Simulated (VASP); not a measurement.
# AlN in VASP: notebook

AlN is run at these levels: LDA; tasks: single point.

Program: VASP 6.6.1. These are calculated values, not measurements. Logs are shortened: lines on timing, memory, paths and dates and some standing lists are left out, and cuts for length are marked.

## 1. The cell of the first run

It takes space group P6_3mc (No. 186, hexagonal). Conventional cell: a = 3.089 Å, b = 3.089 Å, c = 4.943 Å, α = 90.00°, β = 90.00°, γ = 120.00°. Al (site symmetry 3m) has 5 N at 1.78 to 2.53 Å within 2.6 Å. Within 2.6 Å of N (site symmetry 3m) lie 5 Al at 1.78 to 2.53 Å.

## 2. Single point, LDA (atoms moved along the polar distortion)

Input file INCAR:

```
SYSTEM = AlN
ALGO = Normal ; EDIFF = 1E-7
ENCUT = 520 ; GGA = CA
ISIF = 2 ; ISMEAR = 0
LASPH = .True. ; LCHARG = .True.
LELF = .True. ; LREAL = .False.
LVHAR = .True. ; LWAVE = .False.
NBANDS = 16 ; NELM = 60
PREC = Accurate ; SIGMA = 0.01
```

Input file KPOINTS:

```
k-points
0
Gamma
  9 9 6
  0 0 0
```

Input file POSCAR:

```
AlN
1.0
    3.0886190489      0.0000000000      0.0000000000
   -1.5443095244      2.6748225589      0.0000000000
    0.0000000000      0.0000000000      4.9431567737
Al N
2 2
Direct
    0.3333333333      0.6666666667     -0.0530990587
    0.6666666667      0.3333333333      0.4469009413
    0.3333333333      0.6666666667      0.4350990587
    0.6666666667      0.3333333333      0.9350990587
```

Potentials or basis: VASP PAW LDA potentials, release 64 (Al, N).

The run is started by

```
$ cat potpaw_LDA.64/Al/POTCAR potpaw_LDA.64/N/POTCAR > POTCAR
$ mpirun -np 1 vasp_std > vasp.out
```

OUTCAR:

```text
SYSTEM = AlN
   EDIFF = 1E-7
   ENCUT = 520
   GGA = CA
   ISIF = 2
   ISMEAR = 0
   LASPH = .True.
   LREAL = .False.
   NELM = 60
   PREC = Accurate

 ion  position               nearest neighbor table
   1  0.333  0.667  0.947-   4 1.78   4 1.78   4 1.78   3 2.41   3 2.53   2 3.05   2 3.05   2 3.05
                             2 3.05   2 3.05   2 3.05
   2  0.667  0.333  0.447-   3 1.78   3 1.78   3 1.78   4 2.41   4 2.53   1 3.05   1 3.05   1 3.05
                             1 3.05   1 3.05   1 3.05
   3  0.333  0.667  0.435-   2 1.78   2 1.78   2 1.78   1 2.41   1 2.53
   4  0.667  0.333  0.935-   1 1.78   1 1.78   1 1.78   2 2.41   2 2.53

  LATTYP: Found a hexagonal cell.
 ALAT       =     3.0886190489
 C/A-ratio  =     1.6004423645

  Lattice vectors:

 A1 = (   3.0886190489,   0.0000000000,   0.0000000000)
 A2 = (  -1.5443095244,   2.6748225589,   0.0000000000)
 A3 = (   0.0000000000,   0.0000000000,   4.9431567737)

Analysis of symmetry for initial positions (statically):
=====================================================================
 Subroutine PRICEL returns:
 Original cell was already a primitive cell.

 Routine SETGRP: Setting up the symmetry group for a
 hexagonal supercell.

 Subroutine GETGRP returns: Found 12 space group operations
 (whereof  6 operations were pure point group operations)
 out of a pool of 24 trial point group operations.

The static configuration has the point symmetry C_3v.
 The point group associated with its full space group is C_6v.

Analysis of symmetry for dynamics (positions and initial velocities):
=====================================================================
 Subroutine PRICEL returns:
 Original cell was already a primitive cell.

 Routine SETGRP: Setting up the symmetry group for a
 hexagonal supercell.

 Subroutine GETGRP returns: Found 12 space group operations
 (whereof  6 operations were pure point group operations)
 out of a pool of 24 trial point group operations.

The dynamic configuration has the point symmetry C_3v.
 The point group associated with its full space group is C_6v.

 Subroutine INISYM returns: Found 12 space group operations
 (whereof  6 operations are pure point group operations),
 and found     1 'primitive' translations

----------------------------------------------------------------------------------------

                                     Primitive cell

  volume of cell :      40.8379

[... 94 lines left out ...]
   EDIFFG = 0.1E-05   stopping-criterion for IOM
   NSW    =      0    number of steps for IOM
   IBRION =     -1    ionic relax: 0-MD 1-quasi-New 2-CG
   NFREE  =      0    steps in history (QN), initial steepest desc. (CG)
   ISIF   =      2    stress and relaxation
   ISYM   =      2    0-nonsym 1-usesym 2-fastsym
   POTIM  = 0.5000    time-step for ionic-motion
   TEBEG  =    0.0;   TEEND  =   0.0 temperature during run
   PSTRESS=    0.0 pullay stress
   NELECT =      16.0000    total number of electrons
   NUPDOWN=      -1.0000    fix difference up-down
   EMIN   =  10.00;   EMAX   =-10.00  energy-range for DOS
   EFERMI =   0.00;   METHOD = LEGACY
   ISMEAR =     0;   SIGMA  =   0.01  broadening in eV -4-tet -1-fermi 0-gaus
   EFERMI_NEDOS =   21; number of points for ismear=-14 and -15
   IALGO  =     38    algorithm
   IMIX   =      4    mixing-type and parameters
     AMIX     =   0.40;   BMIX     =  1.00
     AMIX_MAG =   1.60;   BMIX_MAG =  1.00
  volume/ion in A,a.u.               =      10.21        68.90
  Fermi-wavevector in a.u.,A,eV,Ry     =   1.197918  2.263736 19.524448  1.435006
  Thomas-Fermi vector in A             =   2.333820
   LORBIT       =      0    0 simple, 1 ext, 2 COOP (PROOUT), +10 PAW based schemes
   GGA     = CA    functional components
   LHFCALC =     F    Hartree Fock is set to
   AEXX    =    0.0000 exact exchange contribution
   IVDW    =     0    specifies the selected vdW correction
   LEPSILON=     F    determine dielectric tensor
   LRPA    =     F    only Hartree local field effects (RPA)
 non-spin polarized calculation
 Gauss-broadening in eV      SIGMA  =   0.01
  energy-cutoff  :      520.00
  volume of cell :       40.84
 maximum number of plane-waves:      1118
 NGX is ok and might be reduce to    24
   NGX = 11   NGY = 11   NGZ = 19

 number of electron      16.0000001 magnetization

 Free energy of the ion-electron system (eV)
  ---------------------------------------------------
  ext. energy  EPLUGINS =         0.00000000
  ---------------------------------------------------
  free energy    TOTEN  =       -31.76446481 eV

  energy without entropy =      -31.76446481  energy(sigma->0) =      -31.76446481

 E-fermi :   7.3535     XC(G=0): -11.3322

 val. band max:        7.3136600697   @ k =   0.0000   0.0000   0.0000
 cond. band min:      10.2531514072   @ k =   0.0000   0.0000   0.0000
 fundamental gap:      2.9394913375
 Fermi energy:         7.3535159071

 k-point     1 :       0.0000    0.0000    0.0000
  band No.  band energies     occupation
      1      -9.1016      2.00000
      2      -6.8847      2.00000
      3       0.3467      2.00000
      4       4.6949      2.00000
      5       4.6949      2.00000
      6       5.3482      2.00000
[... 433 lines left out ...]
      3       1.0152      2.00000
      4       1.7607      2.00000
      5       1.7607      2.00000
      6       2.9349      2.00000
[... 8 lines left out ...]
     15      17.9030      0.00000
     16      21.5339      0.00000

 [... further k-points ...]

------------------------ aborting loop because EDIFF is reached ----------------------------------------

  FORCE on cell =-STRESS in cart. coord.  units (eV):
  Direction    XX          YY          ZZ          XY          YZ          ZX
  --------------------------------------------------------------------------------------
  -------------------------------------------------------------------------------------
  Total        5.3167808      5.3167808     -3.3953840      0.0000000      0.0000000      0.0000000
  in kB      208.5910299    208.5910299   -133.2096765      0.0000000      0.0000000      0.0000000
  external PRESSURE =      94.6574611 kB  Pullay stress =       0.0000000 kB

 VOLUME and BASIS-vectors are now :
 -----------------------------------------------------------------------------
  energy-cutoff  :      520.00
  volume of cell :       40.84
      direct lattice vectors                 reciprocal lattice vectors
     3.088619049  0.000000000  0.000000000     0.323769291  0.186928287  0.000000000
    -1.544309524  2.674822559  0.000000000     0.000000000  0.373856575  0.000000000
     0.000000000  0.000000000  4.943156774     0.000000000  0.000000000  0.202299876

 POSITION                                       TOTAL-FORCE (eV/Angst)
 -----------------------------------------------------------------------------------
     -0.00000      1.78322      4.68068         0.000000      0.000000      0.372185
      1.54431      0.89161      2.20910        -0.000000      0.000000      0.372185
     -0.00000      1.78322      2.15076         0.000000     -0.000000     -0.372185
      1.54431      0.89161      4.62234        -0.000000      0.000000     -0.372185
 -----------------------------------------------------------------------------------
    total drift:                               -0.000000      0.000000     -0.000184

  FREE ENERGIE OF THE ION-ELECTRON SYSTEM (eV)
  ---------------------------------------------------
  free  energy   TOTEN  =       -31.7644648083 eV

  energy  without entropy=      -31.7644648083  energy(sigma->0) =      -31.76446481
```

stdout:

```text
POSCAR found type information on POSCAR AlN
 POSCAR found :  2 types and       4 ions
 scaLAPACK will be used
 LDA part: xc-table for (Slater(with rela. corr.)+CA(PZ))
 , standard interpolation
 POSCAR, INCAR and KPOINTS ok, starting setup
 FFT: planning ... GRIDC
 FFT: planning ... GRID_SOFT
 FFT: planning ... GRID
 WAVECAR not read
 entering main loop
```

Run time: 41 s. Hardware: 1 thread of Intel Xeon 8259CL, shared host; peak memory 0.15 GiB.

What came out:

```yaml
Free_energy: -31.7645 eV
Pressure: 9.5 GPa
Largest_force: 0.372 eV/Å
Band_gap_on_the_k_mesh: 2.94 eV
```

Forces in eV/Å, atoms in the order of the input:
```
Al   0.000  0.000  0.372
Al   0.000  0.000  0.372
N    0.000  0.000 -0.372
N    0.000  0.000 -0.372
```

Levels at points of the mesh, in eV from the valence-band top:
| k point | band 4 | band 5 | band 6 | band 7 | band 8 | band 9 | band 10 | band 11 | band 12 | band 13 |
| --- | --- | --- | --- | --- | --- | --- | --- | --- | --- | --- |
| (0.00, 0.00, 0.00) | -2.62 | -2.62 | -1.97 | -1.97 | 0.00 | 2.94 | 5.77 | 9.79 | 9.79 | 9.90 |
| (0.00, 0.00, 0.50) | -4.06 | -2.30 | -2.30 | -2.30 | -2.30 | 5.75 | 5.75 | 9.06 | 9.06 | 10.13 |

Caveat: the cell differs from its parent crystal (atoms moved along the polar distortion); the stress differs along the axes, from -13 to 21 GPa.

## 3. Single point, LDA (atoms moved along the polar distortion)

Input file INCAR:

```
PREC = Accurate ; ENCUT = 520
EDIFF = 1E-6 ; ISMEAR = 0
SIGMA = 0.01 ; LREAL = F
LASPH = T ; NELM = 60
ALGO = Normal ; ISIF = 2
LWAVE = F ; LCHARG = F
GGA = CA ; NBANDS = 16
```

Input file KPOINTS:

```
regular mesh
0
Gamma
  9 9 6
```

Input file POSCAR:

```
AlN
1.0
    3.0886190489      0.0000000000      0.0000000000
   -1.5443095244      2.6748225589      0.0000000000
    0.0000000000      0.0000000000      4.9431567737
Al N
2 2
Direct
    0.3333333333      0.6666666667     -0.0590000000
    0.6666666667      0.3333333333      0.4410000000
    0.3333333333      0.6666666667      0.4410000000
    0.6666666667      0.3333333333      0.9410000000
```

Potentials or basis: VASP PAW LDA potentials, release 64 (Al, N).

The run is started by

```
$ cat potpaw_LDA.64/Al/POTCAR potpaw_LDA.64/N/POTCAR > POTCAR
$ mpirun -np 1 vasp_std > vasp.out
```

OUTCAR:

```text
PREC = Accurate
   ENCUT = 520
   EDIFF = 1E-6
   ISMEAR = 0
   LREAL = F
   LASPH = T
   NELM = 60
   ISIF = 2
   GGA = CA

 ion  position               nearest neighbor table
   1  0.333  0.667  0.941-   4 1.78   4 1.78   4 1.78   3 2.47   3 2.47   2 3.05   2 3.05   2 3.05
                             2 3.05   2 3.05   2 3.05
   2  0.667  0.333  0.441-   3 1.78   3 1.78   3 1.78   4 2.47   4 2.47   1 3.05   1 3.05   1 3.05
                             1 3.05   1 3.05   1 3.05
   3  0.333  0.667  0.441-   2 1.78   2 1.78   2 1.78   1 2.47   1 2.47
   4  0.667  0.333  0.941-   1 1.78   1 1.78   1 1.78   2 2.47   2 2.47

  LATTYP: Found a hexagonal cell.
 ALAT       =     3.0886190489
 C/A-ratio  =     1.6004423645

  Lattice vectors:

 A1 = (   3.0886190489,   0.0000000000,   0.0000000000)
 A2 = (  -1.5443095244,   2.6748225589,   0.0000000000)
 A3 = (   0.0000000000,   0.0000000000,   4.9431567737)

Analysis of symmetry for initial positions (statically):
=====================================================================
 Subroutine PRICEL returns:
 Original cell was already a primitive cell.

 Routine SETGRP: Setting up the symmetry group for a
 hexagonal supercell.

 Subroutine GETGRP returns: Found 24 space group operations
 (whereof  6 operations were pure point group operations)
 out of a pool of 24 trial point group operations.

The static configuration has the point symmetry C_3v.
 The point group associated with its full space group is D_6h.

Analysis of symmetry for dynamics (positions and initial velocities):
=====================================================================
 Subroutine PRICEL returns:
 Original cell was already a primitive cell.

 Routine SETGRP: Setting up the symmetry group for a
 hexagonal supercell.

[... 127 lines left out ...]
   IMIX   =      4    mixing-type and parameters
     AMIX     =   0.40;   BMIX     =  1.00
     AMIX_MAG =   1.60;   BMIX_MAG =  1.00
  volume/ion in A,a.u.               =      10.21        68.90
  Fermi-wavevector in a.u.,A,eV,Ry     =   1.197918  2.263736 19.524448  1.435006
  Thomas-Fermi vector in A             =   2.333820
   LORBIT       =      0    0 simple, 1 ext, 2 COOP (PROOUT), +10 PAW based schemes
   GGA     = CA    functional components
   LHFCALC =     F    Hartree Fock is set to
   AEXX    =    0.0000 exact exchange contribution
   IVDW    =     0    specifies the selected vdW correction
   LEPSILON=     F    determine dielectric tensor
   LRPA    =     F    only Hartree local field effects (RPA)
 non-spin polarized calculation
 Gauss-broadening in eV      SIGMA  =   0.01
  energy-cutoff  :      520.00
  volume of cell :       40.84
 maximum number of plane-waves:      1118
 NGX is ok and might be reduce to    24
   NGX = 11   NGY = 11   NGZ = 19

 number of electron      15.9999999 magnetization

 Free energy of the ion-electron system (eV)
  ---------------------------------------------------
  ext. energy  EPLUGINS =         0.00000000
  ---------------------------------------------------
  free energy    TOTEN  =       -31.74263732 eV

  energy without entropy =      -31.74263732  energy(sigma->0) =      -31.74263732

 E-fermi :   7.4668     XC(G=0): -11.3320

 val. band max:        7.3307481845   @ k =   0.0000   0.0000   0.0000
 cond. band min:      10.2437806558   @ k =   0.0000   0.0000   0.0000
 fundamental gap:      2.9130324713
 Fermi energy:         7.4668063805

 k-point     1 :       0.0000    0.0000    0.0000
  band No.  band energies     occupation
      1      -9.1023      2.00000
      2      -6.8865      2.00000
      3       0.3513      2.00000
      4       4.6885      2.00000
      5       4.6885      2.00000
      6       5.3416      2.00000
[... 433 lines left out ...]
      3       1.0125      2.00000
      4       1.7593      2.00000
      5       1.7593      2.00000
      6       2.9306      2.00000
[... 8 lines left out ...]
     15      17.8871      0.00000
     16      21.5363      0.00000

 [... further k-points ...]

------------------------ aborting loop because EDIFF is reached ----------------------------------------

  FORCE on cell =-STRESS in cart. coord.  units (eV):
  Direction    XX          YY          ZZ          XY          YZ          ZX
  --------------------------------------------------------------------------------------
  -------------------------------------------------------------------------------------
  Total        5.3862880      5.3862880     -3.3978982      0.0000000      0.0000000     -0.0000000
  in kB      211.3179797    211.3179797   -133.3083146      0.0000000      0.0000000     -0.0000000
  external PRESSURE =      96.4425483 kB  Pullay stress =       0.0000000 kB

 VOLUME and BASIS-vectors are now :
 -----------------------------------------------------------------------------
  energy-cutoff  :      520.00
  volume of cell :       40.84
      direct lattice vectors                 reciprocal lattice vectors
     3.088619049  0.000000000  0.000000000     0.323769291  0.186928287  0.000000000
    -1.544309524  2.674822559  0.000000000     0.000000000  0.373856575  0.000000000
     0.000000000  0.000000000  4.943156774     0.000000000  0.000000000  0.202299876

 POSITION                                       TOTAL-FORCE (eV/Angst)
 -----------------------------------------------------------------------------------
     -0.00000      1.78322      4.65151        -0.000000      0.000000      0.000000
      1.54431      0.89161      2.17993         0.000000      0.000000      0.000000
     -0.00000      1.78322      2.17993         0.000000     -0.000000      0.000000
      1.54431      0.89161      4.65151        -0.000000      0.000000     -0.000000
 -----------------------------------------------------------------------------------
    total drift:                               -0.000000      0.000000      0.000011

  FREE ENERGIE OF THE ION-ELECTRON SYSTEM (eV)
  ---------------------------------------------------
  free  energy   TOTEN  =       -31.7426373239 eV

  energy  without entropy=      -31.7426373239  energy(sigma->0) =      -31.74263732
```

OSZICAR:

```text
N       E                     dE             d eps       ncg     rms          rms(c)
DAV:   1     0.376613303063E+02    0.37661E+02   -0.74176E+03  1536   0.898E+02
DAV:   2    -0.342138592685E+02   -0.71875E+02   -0.66328E+02  2160   0.179E+02
DAV:   3    -0.373931045608E+02   -0.31792E+01   -0.31705E+01  1864   0.381E+01
DAV:   4    -0.374085238380E+02   -0.15419E-01   -0.15419E-01  1896   0.323E+00
DAV:   5    -0.374086756742E+02   -0.15184E-03   -0.15184E-03  1864   0.310E-01    0.131E+01
DAV:   6    -0.318759124349E+02    0.55328E+01   -0.12262E+01  1568   0.253E+01    0.463E+00
DAV:   7    -0.318096836455E+02    0.66229E-01   -0.54759E-01  1832   0.480E+00    0.292E+00
DAV:   8    -0.317451413576E+02    0.64542E-01   -0.67587E-02  1672   0.218E+00    0.329E-01
DAV:   9    -0.317425594749E+02    0.25819E-02   -0.42907E-03  1880   0.481E-01    0.217E-01
DAV:  10    -0.317426749818E+02   -0.11551E-03   -0.45779E-04  1656   0.135E-01    0.881E-02
DAV:  11    -0.317426371817E+02    0.37800E-04   -0.72907E-05  1744   0.628E-02    0.131E-02
DAV:  12    -0.317426373239E+02   -0.14217E-06   -0.10272E-06  1520   0.773E-03
   1 F= -.31742637E+02 E0= -.31742637E+02  d E =-.466574E-85
```

stdout:

```text
POSCAR found type information on POSCAR AlN
 POSCAR found :  2 types and       4 ions
 scaLAPACK will be used
 LDA part: xc-table for (Slater(with rela. corr.)+CA(PZ))
 , standard interpolation
 POSCAR, INCAR and KPOINTS ok, starting setup
 FFT: planning ... GRIDC
 FFT: planning ... GRID_SOFT
 FFT: planning ... GRID
 WAVECAR not read
 entering main loop
```

It took 41 s on 1 thread of Intel Xeon 8259CL, shared host; peak memory 0.15 GiB.

Results:

| Item | Value |
| --- | --- |
| Free energy | -31.7426 eV |
| Pressure | 9.6 GPa |
| Band gap on the k mesh | 2.91 eV |

Caveat: the cell differs from its parent crystal (atoms moved along the polar distortion); the stress differs along the axes, from -13 to 21 GPa.
